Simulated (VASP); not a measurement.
# Os (P6_3/mmc) in VASP: further runs

Os is run at these levels: r2SCAN; tasks: single point.

All numbers are computed with VASP 6.6.1; they aren't measurements. Logs are shortened: lines on timing, memory, paths and dates and some standing lists are left out, and cuts for length are marked.

## Step 1: The cell of the first run

Symmetry: P6_3/mmc, No. 194, hexagonal system. The conventional cell has a = 2.739 Å, b = 2.739 Å, c = 4.314 Å, α = 90.00°, β = 90.00°, γ = 120.00°. Os (site symmetry -6m2) has 12 Os at 2.67 to 2.74 Å within 3.5 Å.

## Step 2: Single point, r2SCAN

POSCAR reads:

```
Os
1.0
    2.7393806551      0.0000000000      0.0000000000
   -1.3696903275      2.3723732379      0.0000000000
    0.0000000000      0.0000000000      4.3138178725
Os
2
Direct
    0.3333333333      0.6666666667      0.2500000000
    0.6666666667      0.3333333333      0.7500000000
```

INCAR.step1 reads:

```
  PREC = Accurate
  ENCUT = 520
  ISMEAR = -1
  SIGMA = 0.1
  LREAL = False
  LASPH = True
  NELM = 60
  NBANDS = 15
  GGA = PE
  ALGO = Normal
  EDIFF = 1E-4
  LWAVE = True
  LCHARG = False
```

INCAR.step2 reads:

```
  PREC = Accurate
  ENCUT = 520
  EDIFF = 1E-6
  ISMEAR = -1
  SIGMA = 0.1
  LREAL = False
  LASPH = True
  NELM = 60
  ALGO = Normal
  ISIF = 2
  LWAVE = False
  LCHARG = False
  METAGGA = R2SCAN
  LMIXTAU = True
  NBANDS = 15
  ISTART = 1
```

KPOINTS reads:

```
regular mesh
0
Gamma
  2 2 1
```

Potentials or basis: VASP PAW PBE potentials, release 64 (Os).

Launch:

```console
cat potpaw_PBE.64/Os/POTCAR > POTCAR
cp INCAR.step1 INCAR
mpirun -np 1 vasp_std > vasp.out
cp INCAR.step2 INCAR
mpirun -np 1 vasp_std > vasp.out
```

OUTCAR:

```text
PREC = Accurate
   ENCUT = 520
   EDIFF = 1E-6
   ISMEAR = -1
   LREAL = False
   LASPH = True
   NELM = 60
   ISIF = 2
   METAGGA = R2SCAN
   ISTART = 1

 ion  position               nearest neighbor table
   1  0.333  0.667  0.250-   2 2.67   2 2.67   2 2.67   2 2.67   2 2.67   2 2.67
   2  0.667  0.333  0.750-   1 2.67   1 2.67   1 2.67   1 2.67   1 2.67   1 2.67

  LATTYP: Found a hexagonal cell.
 ALAT       =     2.7393806551
 C/A-ratio  =     1.5747420368

  Lattice vectors:

 A1 = (   2.7393806551,   0.0000000000,   0.0000000000)
 A2 = (  -1.3696903275,   2.3723732379,   0.0000000000)
 A3 = (   0.0000000000,   0.0000000000,   4.3138178725)

Analysis of symmetry for initial positions (statically):
=====================================================================
 Subroutine PRICEL returns:
 Original cell was already a primitive cell.

 Routine SETGRP: Setting up the symmetry group for a
 hexagonal supercell.

 Subroutine GETGRP returns: Found 24 space group operations
 (whereof 12 operations were pure point group operations)
 out of a pool of 24 trial point group operations.

The static configuration has the point symmetry D_3d.
 The point group associated with its full space group is D_6h.

Analysis of symmetry for dynamics (positions and initial velocities):
=====================================================================
 Subroutine PRICEL returns:
 Original cell was already a primitive cell.

 Routine SETGRP: Setting up the symmetry group for a
 hexagonal supercell.

 Subroutine GETGRP returns: Found 24 space group operations
 (whereof 12 operations were pure point group operations)
 out of a pool of 24 trial point group operations.

The dynamic configuration has the point symmetry D_3d.
 The point group associated with its full space group is D_6h.

 Subroutine INISYM returns: Found 24 space group operations
 (whereof 12 operations are pure point group operations),
 and found     1 'primitive' translations

----------------------------------------------------------------------------------------

                                     Primitive cell

  volume of cell :      28.0348

  direct lattice vectors                    reciprocal lattice vectors
     2.739380655  0.000000000  0.000000000     0.365046018  0.210759417  0.000000000
    -1.369690328  2.372373238  0.000000000     0.000000000  0.421518834  0.000000000
     0.000000000  0.000000000  4.313817872     0.000000000  0.000000000  0.231813217

  length of vectors
     2.739380655  2.739380655  4.313817872     0.421518834  0.421518834  0.231813217

  position of ions in fractional coordinates (direct lattice)
     0.333333333  0.666666667  0.250000000
     0.666666667  0.333333333  0.750000000

  ion indices of the primitive-cell ions
   primitive index   ion index
                 1           1
                 2           2

----------------------------------------------------------------------------------------

 KPOINTS: regular mesh

Automatic generation of k-mesh.
 Grid dimensions read from file:
 generate k-points for:    2    2    1

 Generating k-lattice:

  Cartesian coordinates                     Fractional coordinates (reciprocal lattice)
     0.182523009  0.105379708  0.000000000     0.500000000  0.000000000  0.000000000
     0.000000000  0.210759417  0.000000000     0.000000000  0.500000000  0.000000000
     0.000000000  0.000000000  0.231813217     0.000000000  0.000000000  1.000000000

  Length of vectors
     0.210759417  0.210759417  0.231813217

  Shift w.r.t. Gamma in fractional coordinates (k-lattice)
     0.000000000  0.000000000  0.000000000

 Subroutine IBZKPT returns following result:
 ===========================================

 Found      2 irreducible k-points:

 Following reciprocal coordinates:
            Coordinates               Weight
  0.000000  0.000000  0.000000      1.000000
  0.500000  0.000000  0.000000      3.000000
   k-points           NKPTS =      2   k-points in BZ     NKDIM =      2   number of bands    NBANDS=     15
   number of dos      NEDOS =    301   number of ions     NIONS =      2
   total plane-waves  NPLWV =  12800
   dimension x,y,z NGX =    20 NGY =   20 NGZ =   32
   dimension x,y,z NGXF=    40 NGYF=   40 NGZF=   64
   ions per type =               2
   NGX,Y,Z   is equivalent  to a cutoff of  12.14, 12.14, 12.33 a.u.
   NGXF,Y,Z  is equivalent  to a cutoff of  24.27, 24.27, 24.66 a.u.
 SYSTEM =  unknown system
   PREC   = accura    normal or accurate (medium, high low for compatibility)
   ISTART =      1    job   : 0-new  1-cont  2-samecut
   ICHARG =      0    charge: 1-file 2-atom 10-const
   ISPIN  =      1    spin polarized calculation?
   LNONCOLLINEAR =      F non collinear calculations
   LSORBIT =      F    spin-orbit coupling
   LASPH  =      T    aspherical Exc in radial PAW
   ENCUT  =  520.0 eV  38.22 Ry    6.18 a.u.   5.09  5.09  8.02*2*pi/ulx,y,z
   NELM   =     60;   NELMIN=  2; NELMDL=  0     # of ELM steps
   EDIFF  = 0.1E-05   stopping-criterion for ELM
   LREAL  =      F    real-space projection
   EDIFFG = 0.1E-04   stopping-criterion for IOM
   NSW    =      0    number of steps for IOM
   IBRION =     -1    ionic relax: 0-MD 1-quasi-New 2-CG
   NFREE  =      0    steps in history (QN), initial steepest desc. (CG)
   ISIF   =      2    stress and relaxation
   ISYM   =      2    0-nonsym 1-usesym 2-fastsym
   POTIM  = 0.5000    time-step for ionic-motion
   TEBEG  =    0.0;   TEEND  =   0.0 temperature during run
   PSTRESS=    0.0 pullay stress
   NELECT =      16.0000    total number of electrons
   NUPDOWN=      -1.0000    fix difference up-down
   EMIN   =  10.00;   EMAX   =-10.00  energy-range for DOS
   EFERMI =   0.00;   METHOD = LEGACY
   ISMEAR =    -1;   SIGMA  =   0.10  broadening in eV -4-tet -1-fermi 0-gaus
   EFERMI_NEDOS =   21; number of points for ismear=-14 and -15
   IALGO  =     38    algorithm
   IMIX   =      4    mixing-type and parameters
     AMIX     =   0.40;   BMIX     =  1.00
     AMIX_MAG =   1.60;   BMIX_MAG =  1.00
  volume/ion in A,a.u.               =      14.02        94.59
  Fermi-wavevector in a.u.,A,eV,Ry     =   1.357946  2.566145 25.089370  1.844017
  Thomas-Fermi vector in A             =   2.484821
   LORBIT       =      0    0 simple, 1 ext, 2 COOP (PROOUT), +10 PAW based schemes
   METAGGA = R2SCAN    functional components
   LHFCALC =     F    Hartree Fock is set to
   AEXX    =    0.0000 exact exchange contribution
   IVDW    =     0    specifies the selected vdW correction
   LEPSILON=     F    determine dielectric tensor
   LRPA    =     F    only Hartree local field effects (RPA)
 non-spin polarized calculation
  energy-cutoff  :      520.00
  volume of cell :       28.03
 maximum number of plane-waves:       749
   NGX = 11   NGY = 11   NGZ = 17

 number of electron      15.9999998 magnetization

 Free energy of the ion-electron system (eV)
  ---------------------------------------------------
  ext. energy  EPLUGINS =         0.00000000
  ---------------------------------------------------
  free energy    TOTEN  =      -105.20113845 eV

  energy without entropy =     -105.07771084  energy(sigma->0) =     -105.13942464

 E-fermi :  10.9817     XC(G=0): -15.3660

 val. band max:        9.4223464124   @ k =   0.0000   0.0000   0.0000
 cond. band min:      11.0934324399   @ k =   0.5000   0.0000   0.0000
 fundamental gap:      1.6710860276
 Fermi energy:        10.9816775093

 k-point     1 :       0.0000    0.0000    0.0000
  band No.  band energies     occupation
      1      -2.1651      2.00000
      2       1.0917      2.00000
      3       5.8373      2.00000
      4       5.8373      2.00000
      5       6.5534      2.00000
      6       6.6993      2.00000
      7       6.6993      2.00000
      8       7.7888      2.00000
      9       7.7888      2.00000
     10       9.4223      2.00000
     11      11.1730      0.25734
     12      11.1730      0.25734
     13      19.0161      0.00000
     14      23.8699      0.00000
     15      26.9177      0.00000

 k-point     2 :       0.5000    0.0000    0.0000
  band No.  band energies     occupation
      1       1.5809      2.00000
      2       1.8886      2.00000
      3       2.6685      2.00000
      4       5.7201      2.00000
      5       6.2529      2.00000
      6       6.7424      2.00000
      7       7.3861      2.00000
      8      11.0934      0.49293
      9      11.6643      0.00217
     10      12.2340      0.00001
     11      13.8074      0.00000
     12      15.0996      0.00000
     13      18.9455      0.00000
     14      21.5725      0.00000
     15      21.8989      0.00000

------------------------ aborting loop because EDIFF is reached ----------------------------------------

  FORCE on cell =-STRESS in cart. coord.  units (eV):
  Direction    XX          YY          ZZ          XY          YZ          ZX
  --------------------------------------------------------------------------------------
  -------------------------------------------------------------------------------------
  Total       -2.4687843     -2.4687843      9.2344809     -0.0000000      0.0000000      0.0000000
  in kB     -141.0900930   -141.0900930    527.7471115     -0.0000000      0.0000000      0.0000000
  external PRESSURE =      81.8556418 kB  Pullay stress =       0.0000000 kB

 VOLUME and BASIS-vectors are now :
 -----------------------------------------------------------------------------
  energy-cutoff  :      520.00
  volume of cell :       28.03
      direct lattice vectors                 reciprocal lattice vectors
     2.739380655  0.000000000  0.000000000     0.365046018  0.210759417  0.000000000
    -1.369690328  2.372373238  0.000000000     0.000000000  0.421518834  0.000000000
     0.000000000  0.000000000  4.313817872     0.000000000  0.000000000  0.231813217

 POSITION                                       TOTAL-FORCE (eV/Angst)
 -----------------------------------------------------------------------------------
     -0.00000      1.58158      1.07845        -0.000000      0.000000      0.000000
      1.36969      0.79079      3.23536         0.000000     -0.000000      0.000000
 -----------------------------------------------------------------------------------
    total drift:                                0.000000     -0.000000      0.000000

  FREE ENERGIE OF THE ION-ELECTRON SYSTEM (eV)
  ---------------------------------------------------
  free  energy   TOTEN  =      -105.2011384451 eV

  energy  without entropy=     -105.0777108397  energy(sigma->0) =     -105.13942464
```

It took 39 s on 1 thread of Intel Xeon 8259CL, shared host; peak memory 0.14 GiB.

What came out:

| Item | Value |
| --- | --- |
| Free energy | -105.2011 eV |
| Pressure | 8.2 GPa |
| Band gap on the k mesh | zero (bands 8 and 9 overlap by 3.30 eV) |

Caveat: the k points lie up to 1.46 Å⁻¹ apart, too coarse for converged energies and pressures of a metal; the PAW data sets were made with another functional, which shifts forces and pressure a little; spin-orbit coupling is left out, which moves the levels of the heavy elements.

## Step 3: Single point, r2SCAN

POSCAR is that of step 2.

INCAR.step1 reads:

```
SYSTEM = Os
ALGO = Normal
EDIFF = 1E-4
ENCUT = 520
GGA = PE
ISMEAR = -1
LASPH = .True.
LCHARG = .False.
LREAL = .False.
LWAVE = .True.
NBANDS = 15
NELM = 100
PREC = Accurate
SIGMA = 0.1
```

INCAR.step2 reads:

```
SYSTEM = Os
ALGO = Normal
EDIFF = 1E-6
ENCUT = 520
ISIF = 2
ISMEAR = -1
ISTART = 1
LASPH = .True.
LCHARG = .True.
LELF = .True.
LMIXTAU = .True.
LREAL = .False.
LVHAR = .True.
LWAVE = .False.
METAGGA = R2SCAN
NBANDS = 15
NELM = 100
PREC = Accurate
SIGMA = 0.1
```

KPOINTS reads:

```
k-points
0
Gamma
  3 3 2
  0 0 0
```

Potentials or basis: VASP PAW PBE potentials, release 64 (Os).

Launch:

```console
cat potpaw_PBE.64/Os/POTCAR > POTCAR
cp INCAR.step1 INCAR
mpirun -np 1 vasp_std > vasp.out
cp INCAR.step2 INCAR
mpirun -np 1 vasp_std > vasp.out
```

Wall time 42 s (1 thread of Intel Xeon 8259CL, shared host); peak memory 0.14 GiB.

Results (log left out):

* Free energy: -105.0490 eV
* Pressure: 11.0 GPa
* Band gap on the k mesh: zero (bands 8 and 9 overlap by 3.25 eV)

Stress tensor (GPa, compression positive):
```
 27.17   0.00   0.00
  0.00  27.17   0.00
  0.00   0.00 -21.26
```

Levels at points of the mesh, in eV from the Fermi level:
| k point | band 5 | band 6 | band 7 | band 8 | band 9 | band 10 | band 11 | band 12 |
| --- | --- | --- | --- | --- | --- | --- | --- | --- |
| (0.00, 0.00, 0.00) | -3.39 | -2.80 | -2.80 | -2.22 | -2.22 | -0.50 | 1.19 | 1.19 |
| (0.00, 0.00, 0.50) | -3.90 | -3.90 | -3.90 | -3.90 | 0.37 | 0.37 | 0.37 | 0.37 |

Caveat: the k points lie up to 0.88 Å⁻¹ apart, too coarse for converged energies and pressures of a metal; the PAW data sets were made with another functional, which shifts forces and pressure a little; spin-orbit coupling is left out, which moves the levels of the heavy elements.
